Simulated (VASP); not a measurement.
# TiO2 (P4_2/mnm) in VASP: single point with r2SCAN

Aim: the single point of TiO2 with r2SCAN.

Everything below comes from runs of VASP 6.6.1. Logs are shortened: lines on timing, memory, paths and dates and some standing lists are left out, and cuts for length are marked.

## 1. The cell of the first run

Symmetry: P4_2/mnm, No. 136, tetragonal system. The conventional cell has a = 4.597 Å, b = 4.597 Å, c = 2.954 Å, α = 90.00°, β = 90.00°, γ = 90.00°. Within 2.6 Å of Ti (site symmetry mmm) lie 6 O at 1.95 to 1.98 Å. Within 2.6 Å of O (site symmetry m2m) lie 3 Ti at 1.95 to 1.98 Å and 1 O at 2.54 Å.

## 2. Single point, r2SCAN

Input file POSCAR:

```
TiO2
1.0
   -4.5970611961      0.0000000000      2.9539227275
    4.5970611961      0.0000000000      2.9539227275
    0.0000000000      4.5970611961     -2.9539227275
Ti O
4 8
Direct
    0.5000000000      0.5000000000      0.0000000000
    0.0000000000      0.0000000000      0.0000000000
    0.2500000000      0.7500000000      0.5000000000
    0.7500000000      0.2500000000      0.5000000000
    0.5546176111      0.7500000000      0.8046176111
    0.0546176111      0.2500000000      0.8046176111
    0.0000000000      0.3046176111      0.3046176111
    0.5000000000      0.8046176111      0.3046176111
    0.0000000000      0.6953823889      0.6953823889
    0.5000000000      0.1953823889      0.6953823889
    0.9453823889      0.7500000000      0.1953823889
    0.4453823889      0.2500000000      0.1953823889
```

Input file INCAR.step1:

```
ALGO     = Normal         # electronic algorithm
EDIFF    = 1E-4           # SCF threshold, eV
ENCUT    = 520            # plane-wave cutoff, eV
GGA      = PE             # functional
ISMEAR   = 0              # smearing method
LASPH    = True           # aspherical terms in the spheres
LCHARG   = False          # write CHGCAR
LREAL    = False          # projectors in reciprocal space
LWAVE    = True           # write WAVECAR
NBANDS   = 60             # bands
NELM     = 100            # most SCF steps
PREC     = Accurate       # precision mode
SIGMA    = 0.02           # smearing width, eV
```

Input file INCAR.step2:

```
ALGO     = Normal         # electronic algorithm
EDIFF    = 1E-7           # SCF threshold, eV
ENCUT    = 520            # plane-wave cutoff, eV
ISIF     = 2              # what is computed and relaxed
ISMEAR   = 0              # smearing method
ISTART   = 1            
LASPH    = True           # aspherical terms in the spheres
LCHARG   = False          # write CHGCAR
LMIXTAU  = True         
LREAL    = False          # projectors in reciprocal space
LWAVE    = False          # write WAVECAR
METAGGA  = R2SCAN         # meta-GGA
NBANDS   = 60             # bands
NELM     = 100            # most SCF steps
PREC     = Accurate       # precision mode
SIGMA    = 0.02           # smearing width, eV
```

Input file KPOINTS:

```
k-points
0
Gamma
  6 6 6
```

Potentials or basis: VASP PAW PBE potentials, release 64 (Ti_sv, O).

The run is started by

```
$ cat potpaw_PBE.64/Ti_sv/POTCAR potpaw_PBE.64/O/POTCAR > POTCAR
$ cp INCAR.step1 INCAR
$ mpirun -np 1 vasp_std > vasp.out
$ cp INCAR.step2 INCAR
$ mpirun -np 1 vasp_std > vasp.out
```

OUTCAR:

```text
EDIFF = 1E-7
   ENCUT = 520
   ISIF = 2
   ISMEAR = 0
   ISTART = 1
   LASPH = True
   LREAL = False
   METAGGA = R2SCAN
   NELM = 100
   PREC = Accurate

 ion  position               nearest neighbor table
   1  0.500  0.500  0.000-   5 1.95  12 1.95  11 1.95   6 1.95   8 1.98  10 1.98
   2  0.000  0.000  0.000-   6 1.95  11 1.95   5 1.95  12 1.95   7 1.98   9 1.98
   3  0.250  0.750  0.500-   8 1.95   9 1.95   7 1.95  10 1.95   5 1.98  11 1.98
   4  0.750  0.250  0.500-   7 1.95  10 1.95   9 1.95   8 1.95   6 1.98  12 1.98
   5  0.555  0.750  0.805-   1 1.95   2 1.95   3 1.98
   6  0.055  0.250  0.805-   2 1.95   1 1.95   4 1.98
   7  0.000  0.305  0.305-   4 1.95   3 1.95   2 1.98
   8  0.500  0.805  0.305-   3 1.95   4 1.95   1 1.98
   9  0.000  0.695  0.695-   3 1.95   4 1.95   2 1.98
  10  0.500  0.195  0.695-   4 1.95   3 1.95   1 1.98
  11  0.945  0.750  0.195-   2 1.95   1 1.95   3 1.98
  12  0.445  0.250  0.195-   1 1.95   2 1.95   4 1.98

  LATTYP: Found a body centered tetragonal cell.
 ALAT       =     6.5012262906
 C/A-ratio  =     0.9087278601

  Lattice vectors:

 A1 = (  -4.5970611961,   0.0000000000,   2.9539227275)
 A2 = (   4.5970611961,   0.0000000000,   2.9539227275)
 A3 = (   0.0000000000,   4.5970611961,  -2.9539227275)

Analysis of symmetry for initial positions (statically):
=====================================================================
 Subroutine PRICEL returns following result:

  LATTYP: Found a simple tetragonal cell.
 ALAT       =     4.5970611961
 C/A-ratio  =     0.6425676321

  Lattice vectors:

 A1 = (   4.5970611961,   0.0000000000,   0.0000000000)
 A2 = (   0.0000000000,   4.5970611961,   0.0000000000)
 A3 = (   0.0000000000,   0.0000000000,   2.9539227275)

   2 primitive cells build up your supercell.

 Routine SETGRP: Setting up the symmetry group for a
 body centered tetragonal supercell.

 Subroutine GETGRP returns: Found 16 space group operations
 (whereof  8 operations were pure point group operations)
 out of a pool of 16 trial point group operations.

The static configuration has the point symmetry D_2h.
 The point group associated with its full space group is D_4h.

Analysis of symmetry for dynamics (positions and initial velocities):
=====================================================================
 Subroutine PRICEL returns following result:

  LATTYP: Found a simple tetragonal cell.
 ALAT       =     4.5970611961
 C/A-ratio  =     0.6425676321

  Lattice vectors:

 A1 = (   4.5970611961,   0.0000000000,   0.0000000000)
 A2 = (   0.0000000000,   4.5970611961,   0.0000000000)
 A3 = (   0.0000000000,   0.0000000000,   2.9539227275)

   2 primitive cells build up your supercell.

 Routine SETGRP: Setting up the symmetry group for a
 body centered tetragonal supercell.

 Subroutine GETGRP returns: Found 16 space group operations
 (whereof  8 operations were pure point group operations)
 out of a pool of 16 trial point group operations.

The dynamic configuration has the point symmetry D_2h.
 The point group associated with its full space group is D_4h.

 Subroutine INISYM returns: Found 16 space group operations
 (whereof  8 operations are pure point group operations),
 and found     2 'primitive' translations

----------------------------------------------------------------------------------------

                                     Primitive cell

  volume of cell :      62.4252

  direct lattice vectors                    reciprocal lattice vectors
     4.597061196  0.000000000  0.000000000     0.217530278  0.000000000  0.000000000
     0.000000000  4.597061196  0.000000000     0.000000000  0.217530278  0.000000000
     0.000000000  0.000000000  2.953922727     0.000000000  0.000000000  0.338532891

  length of vectors
     4.597061196  4.597061196  2.953922727     0.217530278  0.217530278  0.338532891

  position of ions in fractional coordinates (direct lattice)
     0.000000000  0.000000000  1.000000000
     0.500000000  0.500000000  0.500000000
     0.195382389  0.804617611  0.500000000
     0.304617611  0.304617611  1.000000000
     0.695382389  0.695382389  0.000000000
     0.804617611  0.195382389  0.500000000

  ion indices of the primitive-cell ions
   primitive index   ion index
                 1           1
                 2           3
                 3           5
                 4           8
                 5          10
                 6          12

----------------------------------------------------------------------------------------

 KPOINTS: k-points

Automatic generation of k-mesh.
 Grid dimensions read from file:
 generate k-points for:    6    6    6

 Generating k-lattice:

  Cartesian coordinates                     Fractional coordinates (reciprocal lattice)
    -0.018127523  0.018127523  0.028211074     0.166666667 -0.000000000  0.000000000
     0.018127523  0.018127523  0.028211074    -0.000000000  0.166666667  0.000000000
     0.000000000  0.036255046  0.000000000     0.000000000  0.000000000  0.166666667

  Length of vectors
     0.038119272  0.038119272  0.036255046

  Shift w.r.t. Gamma in fractional coordinates (k-lattice)
     0.000000000  0.000000000  0.000000000

 Subroutine IBZKPT returns following result:
 ===========================================

 Found     30 irreducible k-points:

 Following reciprocal coordinates:
            Coordinates               Weight
  0.000000  0.000000  0.000000      1.000000
  0.166667 -0.000000  0.000000      8.000000
  0.333333  0.000000  0.000000      8.000000
  0.500000  0.000000  0.000000      4.000000
  0.166667  0.166667 -0.000000      8.000000
  0.333333  0.166667 -0.000000     16.000000
[... 16 lines left out ...]
 -0.333333 -0.333333  0.166667      8.000000
 -0.166667 -0.333333  0.166667      8.000000
 [... further k-points ...]
   k-points           NKPTS =     30   k-points in BZ     NKDIM =     30   number of bands    NBANDS=     60
   number of dos      NEDOS =    301   number of ions     NIONS =     12
   total plane-waves  NPLWV =  74088
   dimension x,y,z NGX =    42 NGY =   42 NGZ =   42
   dimension x,y,z NGXF=    84 NGYF=   84 NGZF=   84
   ions per type =               4   8
   NGX,Y,Z   is equivalent  to a cutoff of  12.78, 12.78, 12.78 a.u.
   NGXF,Y,Z  is equivalent  to a cutoff of  25.56, 25.56, 25.56 a.u.
 SYSTEM =  unknown system
   PREC   = accura    normal or accurate (medium, high low for compatibility)
   ISTART =      1    job   : 0-new  1-cont  2-samecut
   ICHARG =      0    charge: 1-file 2-atom 10-const
   ISPIN  =      1    spin polarized calculation?
   LNONCOLLINEAR =      F non collinear calculations
   LSORBIT =      F    spin-orbit coupling
   LASPH  =      T    aspherical Exc in radial PAW
   ENCUT  =  520.0 eV  38.22 Ry    6.18 a.u.  10.16 10.16 10.16*2*pi/ulx,y,z
   NELM   =    100;   NELMIN=  2; NELMDL=  0     # of ELM steps
   EDIFF  = 0.1E-06   stopping-criterion for ELM
   LREAL  =      F    real-space projection
   EDIFFG = 0.1E-05   stopping-criterion for IOM
   NSW    =      0    number of steps for IOM
   IBRION =     -1    ionic relax: 0-MD 1-quasi-New 2-CG
   NFREE  =      0    steps in history (QN), initial steepest desc. (CG)
   ISIF   =      2    stress and relaxation
   ISYM   =      2    0-nonsym 1-usesym 2-fastsym
   POTIM  = 0.5000    time-step for ionic-motion
   TEBEG  =    0.0;   TEEND  =   0.0 temperature during run
   PSTRESS=    0.0 pullay stress
   NELECT =      96.0000    total number of electrons
   NUPDOWN=      -1.0000    fix difference up-down
   EMIN   =  10.00;   EMAX   =-10.00  energy-range for DOS
   EFERMI =   0.00;   METHOD = LEGACY
   ISMEAR =     0;   SIGMA  =   0.02  broadening in eV -4-tet -1-fermi 0-gaus
   EFERMI_NEDOS =   21; number of points for ismear=-14 and -15
   IALGO  =     38    algorithm
   IMIX   =      4    mixing-type and parameters
     AMIX     =   0.40;   BMIX     =  1.00
     AMIX_MAG =   1.60;   BMIX_MAG =  1.00
  volume/ion in A,a.u.               =      10.40        70.21
  Fermi-wavevector in a.u.,A,eV,Ry     =   1.499807  2.834224 30.605227  2.249421
  Thomas-Fermi vector in A             =   2.611389
   LORBIT       =      0    0 simple, 1 ext, 2 COOP (PROOUT), +10 PAW based schemes
   METAGGA = R2SCAN    functional components
   LHFCALC =     F    Hartree Fock is set to
   AEXX    =    0.0000 exact exchange contribution
   IVDW    =     0    specifies the selected vdW correction
   LEPSILON=     F    determine dielectric tensor
   LRPA    =     F    only Hartree local field effects (RPA)
 non-spin polarized calculation
 Gauss-broadening in eV      SIGMA  =   0.02
  energy-cutoff  :      520.00
  volume of cell :      124.85
 maximum number of plane-waves:      3382
 NGX is ok and might be reduce to    42
   NGX = 21   NGY = 21   NGZ = 21

 number of electron      95.9999975 magnetization

 Free energy of the ion-electron system (eV)
  ---------------------------------------------------
  ext. energy  EPLUGINS =         0.00000000
  ---------------------------------------------------
  free energy    TOTEN  =      -139.58867914 eV

  energy without entropy =     -139.58867914  energy(sigma->0) =     -139.58867914

 E-fermi :   4.6692     XC(G=0): -12.1556

 val. band max:        4.5419442651   @ k =   0.0000   0.0000   0.0000
 cond. band min:       6.7698599314   @ k =   0.0000   0.0000   0.0000
 fundamental gap:      2.2279156663
 Fermi energy:         4.6692046110

 k-point     1 :       0.0000    0.0000    0.0000
  band No.  band energies     occupation
      1     -54.6016      2.00000
      2     -54.5838      2.00000
      3     -54.5512      2.00000
      4     -54.5512      2.00000
      5     -30.1002      2.00000
      6     -30.1002      2.00000
[... 52 lines left out ...]
     59       8.1800      0.00000
     60       9.2305      0.00000

 k-point     2 :       0.1667   -0.0000    0.0000
  band No.  band energies     occupation
      1     -54.5980      2.00000
      2     -54.5819      2.00000
      3     -54.5542      2.00000
      4     -54.5538      2.00000
      5     -30.0733      2.00000
      6     -30.0704      2.00000
[... 52 lines left out ...]
     59       8.3709      0.00000
     60       9.3885      0.00000

 k-point     3 :       0.3333    0.0000    0.0000
  band No.  band energies     occupation
      1     -54.5882      2.00000
      2     -54.5766      2.00000
      3     -54.5628      2.00000
      4     -54.5605      2.00000
      5     -29.9977      2.00000
      6     -29.9881      2.00000
[... 1312 lines left out ...]
     59       8.4772      0.00000
     60       8.7276      0.00000

 k-point    24 :      -0.1667   -0.3333    0.1667
  band No.  band energies     occupation
      1     -54.5780      2.00000
      2     -54.5724      2.00000
      3     -54.5715      2.00000
      4     -54.5661      2.00000
      5     -29.8860      2.00000
      6     -29.8774      2.00000
[... 52 lines left out ...]
     59       8.3153      0.00000
     60       8.9787      0.00000

 [... further k-points ...]

------------------------ aborting loop because EDIFF is reached ----------------------------------------

  FORCE on cell =-STRESS in cart. coord.  units (eV):
  Direction    XX          YY          ZZ          XY          YZ          ZX
  --------------------------------------------------------------------------------------
  -------------------------------------------------------------------------------------
  Total        0.7508810      0.7508810      1.2973744     -0.0000000      0.0000000      0.0000000
  in kB        9.6358944      9.6358944     16.6489256     -0.0000000      0.0000000      0.0000000
  external PRESSURE =      11.9735714 kB  Pullay stress =       0.0000000 kB

 VOLUME and BASIS-vectors are now :
 -----------------------------------------------------------------------------
  energy-cutoff  :      520.00
  volume of cell :      124.85
      direct lattice vectors                 reciprocal lattice vectors
    -4.597061196  0.000000000  2.953922728    -0.108765139  0.108765139  0.169266445
     4.597061196  0.000000000  2.953922728     0.108765139  0.108765139  0.169266445
     0.000000000  4.597061196 -2.953922728     0.000000000  0.217530278  0.000000000

 POSITION                                       TOTAL-FORCE (eV/Angst)
 -----------------------------------------------------------------------------------
      0.00000      0.00000      2.95392         0.000000     -0.000000     -0.000000
      0.00000      0.00000      0.00000        -0.000000     -0.000000     -0.000000
      2.29853      2.29853      1.47696        -0.000000     -0.000000      0.000000
     -2.29853      2.29853      1.47696         0.000000     -0.000000      0.000000
      0.89818      3.69888      1.47696         0.020134     -0.020134      0.000000
      0.89818      3.69888     -1.47696         0.020134     -0.020134      0.000000
      1.40035      1.40035      0.00000        -0.020134     -0.020134      0.000000
      1.40035      1.40035      2.95392        -0.020134     -0.020134      0.000000
      3.19672      3.19672      0.00000         0.020134      0.020134     -0.000000
     -1.40035      3.19672      0.00000         0.020134      0.020134     -0.000000
     -0.89818      0.89818      4.43088        -0.020134      0.020134     -0.000000
     -0.89818      0.89818      1.47696        -0.020134      0.020134     -0.000000
 -----------------------------------------------------------------------------------
    total drift:                               -0.000000     -0.000000      0.000000

  FREE ENERGIE OF THE ION-ELECTRON SYSTEM (eV)
  ---------------------------------------------------
  free  energy   TOTEN  =      -139.5886791379 eV

  energy  without entropy=     -139.5886791379  energy(sigma->0) =     -139.58867914
```

Wall time 31 min (1 thread of Oxide Virtual Turin-like, shared host); peak memory 0.35 GiB.

What came out:

- Free energy: -139.5887 eV
- Pressure: 1.2 GPa
- Largest force: 0.028 eV/Å
- Band gap on the k mesh: 2.23 eV

Forces in eV/Å, atoms in the order of the input:
```
Ti   0.000  0.000  0.000
Ti   0.000  0.000  0.000
Ti   0.000  0.000  0.000
Ti   0.000  0.000  0.000
O    0.020 -0.020  0.000
O    0.020 -0.020  0.000
O   -0.020 -0.020  0.000
O   -0.020 -0.020  0.000
O    0.020  0.020  0.000
O    0.020  0.020  0.000
O   -0.020  0.020  0.000
O   -0.020  0.020  0.000
```

Stress tensor (GPa, compression positive):
```
0.96 0.00 0.00
0.00 0.96 0.00
0.00 0.00 1.66
```

Caveat: the PAW data sets were made with another functional, which shifts forces and pressure a little.
